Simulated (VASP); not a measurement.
# GaAs (F-43m) in VASP: further runs

GaAs is run at these levels: LDA; tasks: vibrations by perturbation theory.

Everything below comes from runs of VASP 6.6.1. Logs are shortened: lines on timing, memory, paths and dates and some standing lists are left out, and cuts for length are marked.

## Step 1: The cell of the first run

The structure is cubic, space group F-43m (No. 216). Conventional cell: a = 5.565 Å, b = 5.565 Å, c = 5.565 Å, α = 90.00°, β = 90.00°, γ = 90.00°. Within 3.2 Å of Ga (site symmetry -43m) lie 4 As at 2.41 Å. As (site symmetry -43m) has 4 Ga at 2.41 Å within 3.2 Å.

## Step 2: Vibrations by perturbation theory, LDA (21.55 Å³/atom)

INCAR

```
PREC = Accurate
ENCUT = 520
EDIFF = 1E-8
ISMEAR = 0
SIGMA = 0.01
LREAL = F
LASPH = T
NELM = 100
ALGO = Normal
ISIF = 2
LWAVE = F
LCHARG = F
IBRION = 8
NSW = 1
```

KPOINTS

```
regular mesh
0
Gamma
  8 8 8
```

POSCAR

```
GaAs
1.0
    0.0000000000      2.7826207184      2.7826207184
    2.7826207184      0.0000000000      2.7826207184
    2.7826207184      2.7826207184      0.0000000000
Ga As
1 1
Direct
    0.0000000000      0.0000000000      0.0000000000
    0.7500000000      0.7500000000      0.7500000000
```

Potentials or basis: VASP PAW LDA potentials, release 64 (Ga_d, As).

Started as:

```
> cat potpaw_LDA.64/Ga_d/POTCAR potpaw_LDA.64/As/POTCAR > POTCAR
> mpirun -np 1 vasp_std > vasp.out
```

OUTCAR:

```text
PREC = Accurate
   ENCUT = 520
   EDIFF = 1E-8
   ISMEAR = 0
   LREAL = F
   LASPH = T
   NELM = 100
   ISIF = 2
   IBRION = 8
   NSW = 1

 ion  position               nearest neighbor table
   1  0.000  0.000  0.000-   2 2.41   2 2.41   2 2.41   2 2.41
   2  0.750  0.750  0.750-   1 2.41   1 2.41   1 2.41   1 2.41

  LATTYP: Found a face centered cubic cell.
 ALAT       =     5.5652414368

  Lattice vectors:

 A1 = (   0.0000000000,   2.7826207184,   2.7826207184)
 A2 = (   2.7826207184,   0.0000000000,   2.7826207184)
 A3 = (   2.7826207184,   2.7826207184,   0.0000000000)

Analysis of symmetry for initial positions (statically):
=====================================================================
 Subroutine PRICEL returns:
 Original cell was already a primitive cell.

 Routine SETGRP: Setting up the symmetry group for a
 face centered cubic supercell.

 Subroutine GETGRP returns: Found 24 space group operations
 (whereof 24 operations were pure point group operations)
 out of a pool of 48 trial point group operations.

The static configuration has the point symmetry T_d .

Analysis of symmetry for dynamics (positions and initial velocities):
=====================================================================
 Subroutine PRICEL returns:
 Original cell was already a primitive cell.

 Routine SETGRP: Setting up the symmetry group for a
 face centered cubic supercell.

 Subroutine GETGRP returns: Found 24 space group operations
 (whereof 24 operations were pure point group operations)
 out of a pool of 48 trial point group operations.

The dynamic configuration has the point symmetry T_d .

 Subroutine INISYM returns: Found 24 space group operations
 (whereof 24 operations are pure point group operations),
 and found     1 'primitive' translations

----------------------------------------------------------------------------------------

                                     Primitive cell

  volume of cell :      43.0915

  direct lattice vectors                    reciprocal lattice vectors
     0.000000000  2.782620718  2.782620718    -0.179686724  0.179686724  0.179686724
     2.782620718  0.000000000  2.782620718     0.179686724 -0.179686724  0.179686724
     2.782620718  2.782620718  0.000000000     0.179686724  0.179686724 -0.179686724

  length of vectors
     3.935219959  3.935219959  3.935219959     0.311226535  0.311226535  0.311226535

  position of ions in fractional coordinates (direct lattice)
     0.000000000  0.000000000  0.000000000
     0.750000000  0.750000000  0.750000000

  ion indices of the primitive-cell ions
   primitive index   ion index
                 1           1
                 2           2

----------------------------------------------------------------------------------------

 KPOINTS: regular mesh

Automatic generation of k-mesh.
 Grid dimensions read from file:
 generate k-points for:    8    8    8

 Generating k-lattice:

  Cartesian coordinates                     Fractional coordinates (reciprocal lattice)
    -0.022460840  0.022460840  0.022460840     0.125000000  0.000000000  0.000000000
     0.022460840 -0.022460840  0.022460840     0.000000000  0.125000000  0.000000000
     0.022460840  0.022460840 -0.022460840     0.000000000  0.000000000  0.125000000

  Length of vectors
     0.038903317  0.038903317  0.038903317

  Shift w.r.t. Gamma in fractional coordinates (k-lattice)
     0.000000000  0.000000000  0.000000000

 Subroutine IBZKPT returns following result:
 ===========================================

 Found     29 irreducible k-points:

 Following reciprocal coordinates:
            Coordinates               Weight
  0.000000  0.000000  0.000000      1.000000
  0.125000  0.000000  0.000000      8.000000
  0.250000  0.000000  0.000000      8.000000
  0.375000  0.000000  0.000000      8.000000
  0.500000  0.000000  0.000000      4.000000
  0.125000  0.125000  0.000000      6.000000
[... 16 lines left out ...]
  0.500000  0.250000  0.125000     48.000000
 -0.375000  0.250000  0.125000     24.000000
 [... further k-points ...]
   k-points           NKPTS =     29   k-points in BZ     NKDIM =     29   number of bands    NBANDS=     13
   number of dos      NEDOS =    301   number of ions     NIONS =      2
   total plane-waves  NPLWV =  27000
   dimension x,y,z NGX =    30 NGY =   30 NGZ =   30
   dimension x,y,z NGXF=    60 NGYF=   60 NGZF=   60
   ions per type =               1   1
   NGX,Y,Z   is equivalent  to a cutoff of  12.67, 12.67, 12.67 a.u.
   NGXF,Y,Z  is equivalent  to a cutoff of  25.35, 25.35, 25.35 a.u.
 SYSTEM =  unknown system
   PREC   = accura    normal or accurate (medium, high low for compatibility)
   ISTART =      0    job   : 0-new  1-cont  2-samecut
   ICHARG =      2    charge: 1-file 2-atom 10-const
   ISPIN  =      1    spin polarized calculation?
   LNONCOLLINEAR =      F non collinear calculations
   LSORBIT =      F    spin-orbit coupling
   LASPH  =      T    aspherical Exc in radial PAW
   ENCUT  =  520.0 eV  38.22 Ry    6.18 a.u.   7.32  7.32  7.32*2*pi/ulx,y,z
   NELM   =    100;   NELMIN=  2; NELMDL= -5     # of ELM steps
   EDIFF  = 0.1E-07   stopping-criterion for ELM
   LREAL  =      F    real-space projection
   EDIFFG = 0.1E-06   stopping-criterion for IOM
   NSW    =      1    number of steps for IOM
   IBRION =      8    ionic relax: 0-MD 1-quasi-New 2-CG
   NFREE  =      0    steps in history (QN), initial steepest desc. (CG)
   ISIF   =      2    stress and relaxation
   ISYM   =      2    0-nonsym 1-usesym 2-fastsym
   POTIM  = 0.5000    time-step for ionic-motion
   TEBEG  =    0.0;   TEEND  =   0.0 temperature during run
   PSTRESS=    0.0 pullay stress
   NELECT =      18.0000    total number of electrons
   NUPDOWN=      -1.0000    fix difference up-down
   EMIN   =  10.00;   EMAX   =-10.00  energy-range for DOS
   EFERMI =   0.00;   METHOD = LEGACY
   ISMEAR =     0;   SIGMA  =   0.01  broadening in eV -4-tet -1-fermi 0-gaus
   EFERMI_NEDOS =   21; number of points for ismear=-14 and -15
   IALGO  =     38    algorithm
   IMIX   =      4    mixing-type and parameters
     AMIX     =   0.40;   BMIX     =  1.00
     AMIX_MAG =   1.60;   BMIX_MAG =  1.00
  volume/ion in A,a.u.               =      21.55       145.40
  Fermi-wavevector in a.u.,A,eV,Ry     =   1.223775  2.312600 20.376436  1.497626
  Thomas-Fermi vector in A             =   2.358874
   LORBIT       =      0    0 simple, 1 ext, 2 COOP (PROOUT), +10 PAW based schemes
   GGA     = CA    functional components
   LHFCALC =     F    Hartree Fock is set to
   AEXX    =    0.0000 exact exchange contribution
   IVDW    =     0    specifies the selected vdW correction
   LEPSILON=     F    determine dielectric tensor
   LRPA    =     F    only Hartree local field effects (RPA)
 non-spin polarized calculation
 Gauss-broadening in eV      SIGMA  =   0.01
  energy-cutoff  :      520.00
  volume of cell :       43.09
 maximum number of plane-waves:      1211
 NGX is ok and might be reduce to    30
   NGX = 15   NGY = 15   NGZ = 15

--------------------------------------- Ionic step        1  -------------------------------------------

 number of electron      18.0000014 magnetization

 Free energy of the ion-electron system (eV)
  ---------------------------------------------------
  ext. energy  EPLUGINS =         0.00000000
  ---------------------------------------------------
  free energy    TOTEN  =        -9.63076199 eV

  energy without entropy =       -9.63076199  energy(sigma->0) =       -9.63076199

 E-fermi :   4.3627     XC(G=0): -10.1221

 val. band max:        4.2659713940   @ k =   0.0000   0.0000   0.0000
 cond. band min:       4.9580502759   @ k =   0.0000   0.0000   0.0000
 fundamental gap:      0.6920788819
 Fermi energy:         4.3627054582

 k-point     1 :       0.0000    0.0000    0.0000
  band No.  band energies     occupation
      1     -10.7580      2.00000
      2     -10.7580      2.00000
      3     -10.7580      2.00000
      4     -10.6678      2.00000
      5     -10.6678      2.00000
      6      -8.8484      2.00000
      7       4.2660      2.00000
      8       4.2660      2.00000
      9       4.2660      2.00000
     10       4.9581      0.00000
     11       7.9487      0.00000
     12       7.9487      0.00000
     13       7.9487      0.00000
[... 354 lines left out ...]
  band No.  band energies     occupation
      1     -10.8597      2.00000
      2     -10.7297      2.00000
      3     -10.7207      2.00000
      4     -10.6732      2.00000
      5     -10.6639      2.00000
      6      -6.5630      2.00000
      7      -2.5021      2.00000
      8       0.8228      2.00000
      9       2.1816      2.00000
     10       7.3433      0.00000
     11       8.3260      0.00000
     12      10.6994      0.00000
     13      12.0550      0.00000

 [... further k-points ...]
[... 5 lines left out ...]
  --------------------------------------------------------------------------------------
  -------------------------------------------------------------------------------------
  Total        0.5172436      0.5172436      0.5172436      0.0000000      0.0000000      0.0000000
  in kB       19.2315208     19.2315208     19.2315208      0.0000000      0.0000000      0.0000000
  external PRESSURE =      19.2315208 kB  Pullay stress =       0.0000000 kB

 VOLUME and BASIS-vectors are now :
 -----------------------------------------------------------------------------
  energy-cutoff  :      520.00
  volume of cell :       43.09
      direct lattice vectors                 reciprocal lattice vectors
     0.000000000  2.782620718  2.782620718    -0.179686724  0.179686724  0.179686724
     2.782620718  0.000000000  2.782620718     0.179686724 -0.179686724  0.179686724
     2.782620718  2.782620718  0.000000000     0.179686724  0.179686724 -0.179686724

 POSITION                                       TOTAL-FORCE (eV/Angst)
 -----------------------------------------------------------------------------------
      0.00000      0.00000      0.00000        -0.000000     -0.000000     -0.000000
      4.17393      4.17393      4.17393         0.000000      0.000000      0.000000
 -----------------------------------------------------------------------------------
    total drift:                                0.000000      0.000000      0.000000

  FREE ENERGIE OF THE ION-ELECTRON SYSTEM (eV)
  ---------------------------------------------------
  free  energy   TOTEN  =        -9.6307619912 eV

  energy  without entropy=       -9.6307619912  energy(sigma->0) =       -9.63076199

[... ionic steps 2 to 3 ...]

--------------------------------------- Ionic step        4  -------------------------------------------

------------------------ aborting loop because EDIFF is reached ----------------------------------------

[... ionic steps 5 to 6 ...]

--------------------------------------- Ionic step        7  -------------------------------------------

 Free energy of the ion-electron system (eV)
  ---------------------------------------------------
  ---------------------------------------------------
  free energy    TOTEN  =        -0.04455891 eV

  energy without entropy =       -0.04455891

------------------------ aborting loop because EDIFF is reached ----------------------------------------

 INTERNAL STRAIN TENSOR  FOR ION    2  DIRECTION 1   (eV/Angst):
 -----------------------------------------------------------------------------
    -0.01190  0.00000  0.00000
     0.00000  0.00791  8.21886
     0.00000  8.21886  0.00791

 INTERNAL STRAIN TENSOR FOR ION    2 for displacements in x,y,z  (eV/Angst):
          X           Y           Z          XY          YZ          ZX
  --------------------------------------------------------------------------------
  x     0.00000     0.00000     0.00000     0.00000     8.21886     0.00000
  y     0.00000     0.00000     0.00000     0.00000     0.00000     8.21886
  z     0.00000     0.00000     0.00000     8.21886     0.00000     0.00000

 SECOND DERIVATIVES (NOT SYMMETRIZED)
 ------------------------------------
               1X          1Y          1Z          2X          2Y          2Z
  1X   -10.262461    0.000000    0.000000   10.262461    0.000000    0.000000
  1Y     0.000000  -10.262461    0.000000    0.000000   10.262461    0.000000
  1Z     0.000000    0.000000  -10.262461    0.000000    0.000000   10.262461
  2X    10.228584    0.000000    0.000000  -10.228584    0.000000    0.000000
  2Y     0.000000   10.228584    0.000000    0.000000  -10.228584    0.000000
  2Z     0.000000    0.000000   10.228584    0.000000    0.000000  -10.228584

 Eigenvectors and eigenvalues of the dynamical matrix
 ----------------------------------------------------

   1 f  =    8.327024 THz    52.320238 2PiTHz  277.759637 cm-1    34.437790 meV
             X         Y         Z           dx          dy          dz
      0.000000  0.000000  0.000000    -0.720276    0.000000   -0.000000
      4.173931  4.173931  4.173931     0.693688    0.000000   -0.000000
[... 21 lines left out ...]
   6 f/i=    0.006879 THz     0.043219 2PiTHz    0.229444 cm-1     0.028447 meV
             X         Y         Z           dx          dy          dz
      0.000000  0.000000  0.000000     0.018717   -0.174548    0.671108
      4.173931  4.173931  4.173931     0.019435   -0.181238    0.696830

--------------------------------------------------------------------------------------------------------

 ELASTIC MODULI CONTR FROM IONIC RELAXATION (kBar)
 Direction    XX          YY          ZZ          XY          YZ          ZX
 --------------------------------------------------------------------------------
 XX          -0.0000      0.0000      0.0000     -0.0000      0.0000     -0.0000
 YY           0.0000     -0.0000     -0.0000     -0.0000     -0.0000     -0.0000
 ZZ           0.0000     -0.0000     -0.0000      0.0000     -0.0000     -0.0000
 XY          -0.0000     -0.0000      0.0000   -243.0211      0.0000      0.0000
 YZ           0.0000     -0.0000     -0.0000      0.0000   -243.0211     -0.0000
 ZX          -0.0000     -0.0000     -0.0000      0.0000     -0.0000   -243.0211
 --------------------------------------------------------------------------------
```

It took 4 min on 1 thread of Intel Xeon Platinum 8375C at 2.90GHz (Ice Lake), shared host; peak memory 0.27 GiB.

What came out:

| Item | Value |
| --- | --- |
| Highest phonon frequency at Γ, LO-TO splitting left out | 278 cm⁻¹ |

Phonon frequencies in cm⁻¹ (negative: imaginary):
```csv
q point,frequencies
"(0.000, 0.000, 0.000)",0 0 0 278 278 278
```

Caveat: the cell stands under pressure or tension, which shifts response properties.

## Step 3: Vibrations by perturbation theory, LDA (21.55 Å³/atom)

INCAR

```
SYSTEM = GaAs
PREC     = Accurate       ! precision mode
ENCUT    = 520            ! plane-wave cutoff, eV
EDIFF    = 1E-8           ! SCF threshold, eV
ISMEAR   = 0              ! smearing method
SIGMA    = 0.01           ! smearing width, eV
LREAL    = .FALSE.        ! projectors in reciprocal space
LASPH    = .TRUE.         ! aspherical terms in the spheres
NELM     = 100            ! most SCF steps
ALGO     = Normal         ! electronic algorithm
ISIF     = 2              ! what is computed and relaxed
LWAVE    = .FALSE.        ! write WAVECAR
LCHARG   = .TRUE.         ! write CHGCAR
GGA      = CA             ! functional
NBANDS   = 16             ! bands
IBRION   = 8              ! ionic algorithm
NSW      = 1              ! ionic steps
```

KPOINTS

```
Automatic mesh
0
G
  8 8 8
  0 0 0
```

POSCAR is that of step 2.

Potentials or basis: VASP PAW LDA potentials, release 64 (Ga_d, As).

Started as:

```
> cat potpaw_LDA.64/Ga_d/POTCAR potpaw_LDA.64/As/POTCAR > POTCAR
> mpirun -np 1 vasp_std > vasp.out
```

OUTCAR:

```text
SYSTEM = GaAs
   PREC = Accurate
   ENCUT = 520
   EDIFF = 1E-8
   ISMEAR = 0
   LREAL = .FALSE.
   LASPH = .TRUE.
   NELM = 100
   ISIF = 2
   GGA = CA
   IBRION = 8
   NSW = 1

 ion  position               nearest neighbor table
   1  0.000  0.000  0.000-   2 2.41   2 2.41   2 2.41   2 2.41
   2  0.750  0.750  0.750-   1 2.41   1 2.41   1 2.41   1 2.41

  LATTYP: Found a face centered cubic cell.
 ALAT       =     5.5652414368
[... 714 lines left out ...]
 ------------------------------------
               1X          1Y          1Z          2X          2Y          2Z
  1X   -10.262601    0.000000    0.000000   10.262601    0.000000    0.000000
  1Y     0.000000  -10.262601    0.000000    0.000000   10.262601    0.000000
  1Z     0.000000    0.000000  -10.262601    0.000000    0.000000   10.262601
  2X    10.228454    0.000000    0.000000  -10.228454    0.000000    0.000000
  2Y     0.000000   10.228454    0.000000    0.000000  -10.228454    0.000000
  2Z     0.000000    0.000000   10.228454    0.000000    0.000000  -10.228454

 Eigenvectors and eigenvalues of the dynamical matrix
 ----------------------------------------------------

   1 f  =    8.327028 THz    52.320262 2PiTHz  277.759766 cm-1    34.437806 meV
             X         Y         Z           dx          dy          dz
      0.000000  0.000000  0.000000     0.000000    0.720280    0.000000
      4.173931  4.173931  4.173931     0.000000   -0.693683    0.000000
[... 21 lines left out ...]
   6 f/i=    0.006933 THz     0.043563 2PiTHz    0.231271 cm-1     0.028674 meV
             X         Y         Z           dx          dy          dz
      0.000000  0.000000  0.000000     0.000000    0.000000   -0.693683
      4.173931  4.173931  4.173931     0.000000    0.000000   -0.720280

--------------------------------------------------------------------------------------------------------

 ELASTIC MODULI CONTR FROM IONIC RELAXATION (kBar)
 Direction    XX          YY          ZZ          XY          YZ          ZX
 --------------------------------------------------------------------------------
 XX          -0.0000      0.0000      0.0000     -0.0000      0.0000     -0.0000
 YY           0.0000     -0.0000     -0.0000     -0.0000     -0.0000     -0.0000
 ZZ           0.0000     -0.0000     -0.0000      0.0000     -0.0000     -0.0000
 XY          -0.0000     -0.0000      0.0000   -243.0239      0.0000      0.0000
 YZ           0.0000     -0.0000     -0.0000      0.0000   -243.0239      0.0000
 ZX          -0.0000     -0.0000     -0.0000      0.0000      0.0000   -243.0239
 --------------------------------------------------------------------------------
```

OSZICAR:

```text
N       E                     dE             d eps       ncg     rms          rms(c)
DAV:   1     0.822685096179E+02    0.82269E+02   -0.88596E+03   960   0.160E+03
DAV:   2    -0.324056810167E+01   -0.85509E+02   -0.81637E+02  1080   0.313E+02
DAV:   3    -0.977812261663E+01   -0.65376E+01   -0.65165E+01  1120   0.673E+01
DAV:   4    -0.987343269827E+01   -0.95310E-01   -0.95293E-01  1144   0.902E+00
[... 41 lines left out ...]
RMM:   7    -0.445601364085E-01    0.52249E-06    0.87802E-08  6246   0.168E-03    0.289E-04
RMM:   8    -0.445590670486E-01    0.10694E-05    0.39124E-08  6178   0.627E-04    0.402E-05
RMM:   9    -0.445590187908E-01    0.48258E-07   -0.26279E-08  6439   0.224E-04    0.131E-05
RMM:  10    -0.445589483563E-01    0.70434E-07   -0.41590E-09  6211   0.867E-05    0.484E-06
RMM:  11    -0.445589413197E-01    0.70366E-08    0.17973E-09  6152   0.344E-05    0.148E-06
 Linear response finished
```

It took 4.4 min on 1 thread of Intel Xeon Platinum 8375C at 2.90GHz (Ice Lake), shared host; peak memory 0.29 GiB.

What came out:

```
Highest phonon frequency at Γ, LO-TO splitting left out : 278 cm⁻¹
```

Phonon frequencies in cm⁻¹ (negative: imaginary):
| q point | frequencies |
| --- | --- |
| (0.000, 0.000, 0.000) | 0 0 0 278 278 278 |

Caveat: the cell stands under pressure or tension, which shifts response properties.
